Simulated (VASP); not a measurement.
# Cu (P6_3/mmc) in VASP: single point with LDA

Aim: the single point of Cu with LDA.

Program: VASP 6.6.1. These are calculated values, not measurements. Logs are shortened: lines on timing, memory, paths and dates and some standing lists are left out, and cuts for length are marked.

**1. The cell of the first run**

It takes space group P6_3/mmc (No. 194, hexagonal). The conventional cell has a = 2.531 Å, b = 2.531 Å, c = 8.262 Å, α = 90.00°, β = 90.00°, γ = 120.00°. Cu (site symmetry -3m) has 12 Cu at 2.53 Å within 3.3 Å. Cu (site symmetry -6m2) has 12 Cu at 2.53 Å within 3.3 Å.

**2. Single point, LDA**

Input file INCAR:

```
SYSTEM = Cu
ALGO = Normal
EDIFF = 1E-7
ENCUT = 520
GGA = CA
ISIF = 2
ISMEAR = -1
LASPH = .TRUE.
LCHARG = .FALSE.
LREAL = .FALSE.
LWAVE = .FALSE.
NBANDS = 30
NELM = 80
PREC = Accurate
SIGMA = 0.1
```

Input file KPOINTS:

```
k-points
0
G
  9 9 3
  0 0 0
```

Input file POSCAR:

```
Cu
1.0
    2.5307640000      0.0000000000      0.0000000000
   -1.2653820000      2.1917060000      0.0000000000
    0.0000000000      0.0000000000      8.2618150000
Cu
4
Direct
    0.0000000000      0.0000000000      0.0000000000
    0.3333333333      0.6666666667      0.2500000000
    0.0000000000      0.0000000000      0.5000000000
    0.6666666667      0.3333333333      0.7500000000
```

Potentials or basis: VASP PAW LDA potentials, release 64 (Cu).

The run is started by

```sh
> cat potpaw_LDA.64/Cu/POTCAR > POTCAR
> mpirun -np 1 vasp_std > vasp.out
```

OUTCAR:

```text
SYSTEM = Cu
   EDIFF = 1E-7
   ENCUT = 520
   GGA = CA
   ISIF = 2
   ISMEAR = -1
   LASPH = .TRUE.
   LREAL = .FALSE.
   NELM = 80
   PREC = Accurate

 ion  position               nearest neighbor table
   1  0.000  0.000  0.000-   2 2.53   4 2.53   4 2.53   2 2.53   4 2.53   2 2.53
   2  0.333  0.667  0.250-   1 2.53   3 2.53   1 2.53   3 2.53   1 2.53   3 2.53
   3  0.000  0.000  0.500-   2 2.53   4 2.53   4 2.53   2 2.53   4 2.53   2 2.53
   4  0.667  0.333  0.750-   1 2.53   3 2.53   1 2.53   3 2.53   1 2.53   3 2.53

  LATTYP: Found a hexagonal cell.
 ALAT       =     2.5307640000
 C/A-ratio  =     3.2645537079

  Lattice vectors:

 A1 = (   2.5307640000,   0.0000000000,   0.0000000000)
 A2 = (  -1.2653820000,   2.1917060000,   0.0000000000)
 A3 = (   0.0000000000,   0.0000000000,   8.2618150000)

Analysis of symmetry for initial positions (statically):
=====================================================================
 Subroutine PRICEL returns:
 Original cell was already a primitive cell.

 Routine SETGRP: Setting up the symmetry group for a
 hexagonal supercell.

 Subroutine GETGRP returns: Found 24 space group operations
 (whereof 12 operations were pure point group operations)
 out of a pool of 24 trial point group operations.

The static configuration has the point symmetry D_3d.
 The point group associated with its full space group is D_6h.

Analysis of symmetry for dynamics (positions and initial velocities):
=====================================================================
 Subroutine PRICEL returns:
 Original cell was already a primitive cell.

 Routine SETGRP: Setting up the symmetry group for a
 hexagonal supercell.

 Subroutine GETGRP returns: Found 24 space group operations
 (whereof 12 operations were pure point group operations)
 out of a pool of 24 trial point group operations.

The dynamic configuration has the point symmetry D_3d.
 The point group associated with its full space group is D_6h.

 Subroutine INISYM returns: Found 24 space group operations
 (whereof 12 operations are pure point group operations),
 and found     1 'primitive' translations

----------------------------------------------------------------------------------------

                                     Primitive cell

  volume of cell :      45.8257

  direct lattice vectors                    reciprocal lattice vectors
     2.530764000  0.000000000  0.000000000     0.395137595  0.228132788  0.000000000
    -1.265382000  2.191706000  0.000000000     0.000000000  0.456265576  0.000000000
     0.000000000  0.000000000  8.261815000     0.000000000  0.000000000  0.121038779

  length of vectors
     2.530764000  2.530764074  8.261815000     0.456265589  0.456265576  0.121038779

  position of ions in fractional coordinates (direct lattice)
     0.000000000  0.000000000  0.000000000
     0.333333333  0.666666667  0.250000000
     0.000000000  0.000000000  0.500000000
     0.666666667  0.333333333  0.750000000

  ion indices of the primitive-cell ions
   primitive index   ion index
                 1           1
                 2           2
                 3           3
                 4           4

----------------------------------------------------------------------------------------

 KPOINTS: k-points

Automatic generation of k-mesh.
 Grid dimensions read from file:
 generate k-points for:    9    9    3

 Generating k-lattice:

  Cartesian coordinates                     Fractional coordinates (reciprocal lattice)
     0.043904177  0.025348088  0.000000000     0.111111111  0.000000000  0.000000000
     0.000000000  0.050696175  0.000000000     0.000000000  0.111111111  0.000000000
     0.000000000  0.000000000  0.040346260     0.000000000  0.000000000  0.333333333

  Length of vectors
     0.050696177  0.050696175  0.040346260

  Shift w.r.t. Gamma in fractional coordinates (k-lattice)
     0.000000000  0.000000000  0.000000000

 Subroutine IBZKPT returns following result:
 ===========================================

 Found     24 irreducible k-points:

 Following reciprocal coordinates:
            Coordinates               Weight
  0.000000  0.000000  0.000000      1.000000
  0.111111  0.000000  0.000000      6.000000
  0.222222 -0.000000  0.000000      6.000000
  0.333333  0.000000  0.000000      6.000000
  0.444444 -0.000000  0.000000      6.000000
  0.111111  0.111111  0.000000      6.000000
[... 16 lines left out ...]
  0.333333  0.222222  0.333333     24.000000
  0.333333  0.333333  0.333333      4.000000
   k-points           NKPTS =     24   k-points in BZ     NKDIM =     24   number of bands    NBANDS=     30
   number of dos      NEDOS =    301   number of ions     NIONS =      4
   total plane-waves  NPLWV =  25600
   dimension x,y,z NGX =    20 NGY =   20 NGZ =   64
   dimension x,y,z NGXF=    40 NGYF=   40 NGZF=  128
   ions per type =               4
   NGX,Y,Z   is equivalent  to a cutoff of  13.14, 13.14, 12.88 a.u.
   NGXF,Y,Z  is equivalent  to a cutoff of  26.28, 26.28, 25.76 a.u.
 SYSTEM =  Cu
   PREC   = accura    normal or accurate (medium, high low for compatibility)
   ISTART =      0    job   : 0-new  1-cont  2-samecut
   ICHARG =      2    charge: 1-file 2-atom 10-const
   ISPIN  =      1    spin polarized calculation?
   LNONCOLLINEAR =      F non collinear calculations
   LSORBIT =      F    spin-orbit coupling
   LASPH  =      T    aspherical Exc in radial PAW
   ENCUT  =  520.0 eV  38.22 Ry    6.18 a.u.   4.71  4.71 15.36*2*pi/ulx,y,z
   NELM   =     80;   NELMIN=  2; NELMDL= -5     # of ELM steps
   EDIFF  = 0.1E-06   stopping-criterion for ELM
   LREAL  =      F    real-space projection
   EDIFFG = 0.1E-05   stopping-criterion for IOM
   NSW    =      0    number of steps for IOM
   IBRION =     -1    ionic relax: 0-MD 1-quasi-New 2-CG
   NFREE  =      0    steps in history (QN), initial steepest desc. (CG)
   ISIF   =      2    stress and relaxation
   ISYM   =      2    0-nonsym 1-usesym 2-fastsym
   POTIM  = 0.5000    time-step for ionic-motion
   TEBEG  =    0.0;   TEEND  =   0.0 temperature during run
   PSTRESS=    0.0 pullay stress
   NELECT =      44.0000    total number of electrons
   NUPDOWN=      -1.0000    fix difference up-down
   EMIN   =  10.00;   EMAX   =-10.00  energy-range for DOS
   EFERMI =   0.00;   METHOD = LEGACY
   ISMEAR =    -1;   SIGMA  =   0.10  broadening in eV -4-tet -1-fermi 0-gaus
   EFERMI_NEDOS =   21; number of points for ismear=-14 and -15
   IALGO  =     38    algorithm
   IMIX   =      4    mixing-type and parameters
     AMIX     =   0.40;   BMIX     =  1.00
     AMIX_MAG =   1.60;   BMIX_MAG =  1.00
  volume/ion in A,a.u.               =      11.46        77.31
  Fermi-wavevector in a.u.,A,eV,Ry     =   1.615062  3.052025 35.489789  2.608426
  Thomas-Fermi vector in A             =   2.709870
   LORBIT       =      0    0 simple, 1 ext, 2 COOP (PROOUT), +10 PAW based schemes
   GGA     = CA    functional components
   LHFCALC =     F    Hartree Fock is set to
   AEXX    =    0.0000 exact exchange contribution
   IVDW    =     0    specifies the selected vdW correction
   LEPSILON=     F    determine dielectric tensor
   LRPA    =     F    only Hartree local field effects (RPA)
 non-spin polarized calculation
  energy-cutoff  :      520.00
  volume of cell :       45.83
 maximum number of plane-waves:      1255
 NGX is ok and might be reduce to    20
   NGX =  9   NGY =  9   NGZ = 31

 number of electron      43.9999989 magnetization

 Free energy of the ion-electron system (eV)
  ---------------------------------------------------
  ext. energy  EPLUGINS =         0.00000000
  ---------------------------------------------------
  free energy    TOTEN  =       -18.79894875 eV

  energy without entropy =      -18.75757169  energy(sigma->0) =      -18.77826022

 E-fermi :   7.7550     XC(G=0): -13.2810

 val. band max:        7.7102463944   @ k =   0.2222   0.2222   0.0000
 cond. band min:       7.9402024312   @ k =   0.4444   0.1111   0.0000
 fundamental gap:      0.2299560368
 Fermi energy:         7.7549504131

 k-point     1 :       0.0000    0.0000    0.0000
  band No.  band energies     occupation
      1      -1.8566      2.00000
      2       0.3002      2.00000
      3       0.3096      2.00000
      4       2.4304      2.00000
      5       4.2951      2.00000
      6       4.3103      2.00000
[... 22 lines left out ...]
     29      29.9062      0.00000
     30      29.9287      0.00000

 k-point     2 :       0.1111    0.0000    0.0000
  band No.  band energies     occupation
      1      -1.4508      2.00000
      2       0.6588      2.00000
      3       0.6678      2.00000
      4       2.6650      2.00000
      5       4.1234      2.00000
      6       4.2165      2.00000
[... 22 lines left out ...]
     29      26.7802      0.00000
     30      26.8101      0.00000

 k-point     3 :       0.2222   -0.0000    0.0000
  band No.  band energies     occupation
      1      -0.2903      2.00000
      2       1.5908      2.00000
      3       1.5974      2.00000
      4       3.1578      2.00000
      5       3.8883      2.00000
      6       3.9689      2.00000
[... 22 lines left out ...]
     29      21.7942      0.00000
     30      22.1747      0.00000

 k-point     4 :       0.3333    0.0000    0.0000
  band No.  band energies     occupation
      1       1.3463      2.00000
      2       2.4267      2.00000
      3       2.4416      2.00000
      4       3.2449      2.00000
      5       3.6140      2.00000
      6       3.7346      2.00000
[... 22 lines left out ...]
     29      22.2619      0.00000
     30      22.3703      0.00000

 k-point     5 :       0.4444   -0.0000    0.0000
  band No.  band energies     occupation
      1       2.4065      2.00000
      2       2.5947      2.00000
      3       2.8424      2.00000
      4       3.1113      2.00000
      5       3.4661      2.00000
      6       3.5603      2.00000
[... 22 lines left out ...]
     29      19.0649      0.00000
     30      19.3040      0.00000
[... 526 lines left out ...]
     29      18.6830      0.00000
     30      19.5173      0.00000

 k-point    22 :       0.2222    0.2222    0.3333
  band No.  band energies     occupation
      1       2.3266      2.00000
      2       2.6008      2.00000
      3       3.2146      2.00000
      4       3.3903      2.00000
      5       3.6931      2.00000
      6       3.7186      2.00000
[... 22 lines left out ...]
     29      17.5980      0.00000
     30      19.3513      0.00000

 k-point    23 :       0.3333    0.2222    0.3333
  band No.  band energies     occupation
      1       3.1072      2.00000
      2       3.1783      2.00000
      3       3.2926      2.00000
      4       3.3841      2.00000
      5       3.5073      2.00000
      6       3.7054      2.00000
[... 22 lines left out ...]
     29      16.2096      0.00000
     30      17.5118      0.00000

 k-point    24 :       0.3333    0.3333    0.3333
  band No.  band energies     occupation
      1       3.4837      2.00000
      2       3.4837      2.00000
      3       3.5343      2.00000
      4       3.5990      2.00000
      5       3.6336      2.00000
      6       3.6336      2.00000
[... 22 lines left out ...]
     29      15.4904      0.00000
     30      17.1930      0.00000

------------------------ aborting loop because EDIFF is reached ----------------------------------------

  FORCE on cell =-STRESS in cart. coord.  units (eV):
  Direction    XX          YY          ZZ          XY          YZ          ZX
  --------------------------------------------------------------------------------------
  -------------------------------------------------------------------------------------
  Total       -2.3133299     -2.3133301     -1.8462116      0.0000000      0.0000000      0.0000000
  in kB      -80.8795534    -80.8795597    -64.5479781      0.0000000      0.0000000      0.0000000
  external PRESSURE =     -75.4356971 kB  Pullay stress =       0.0000000 kB

 VOLUME and BASIS-vectors are now :
 -----------------------------------------------------------------------------
  energy-cutoff  :      520.00
  volume of cell :       45.83
      direct lattice vectors                 reciprocal lattice vectors
     2.530764000  0.000000000  0.000000000     0.395137595  0.228132788  0.000000000
    -1.265382000  2.191706000  0.000000000     0.000000000  0.456265576  0.000000000
     0.000000000  0.000000000  8.261815000     0.000000000  0.000000000  0.121038779

 POSITION                                       TOTAL-FORCE (eV/Angst)
 -----------------------------------------------------------------------------------
      0.00000      0.00000      0.00000        -0.000000      0.000000     -0.000000
     -0.00000      1.46114      2.06545        -0.000000      0.000000      0.000000
      0.00000      0.00000      4.13091        -0.000000      0.000000     -0.000000
      1.26538      0.73057      6.19636         0.000000     -0.000000      0.000000
 -----------------------------------------------------------------------------------
    total drift:                                0.000000     -0.000000      0.000000

  FREE ENERGIE OF THE ION-ELECTRON SYSTEM (eV)
  ---------------------------------------------------
  free  energy   TOTEN  =       -18.7989487478 eV

  energy  without entropy=      -18.7575716910  energy(sigma->0) =      -18.77826022
```

Run time: 20 s. Hardware: 1 thread of Intel Xeon 6975P-C (Granite Rapids), shared host; peak memory 0.15 GiB.

Results:

| Property | Result |
| --- | --- |
| Free energy | -18.7989 eV |
| Pressure | -7.5 GPa |
| Band gap on the k mesh | zero (band 22 reaches 11.09 eV, above the bottom of band 23 at 5.93 eV) |

Stress tensor (GPa, compression positive):
```
-8.09  0.00  0.00
 0.00 -8.09  0.00
 0.00  0.00 -6.45
```
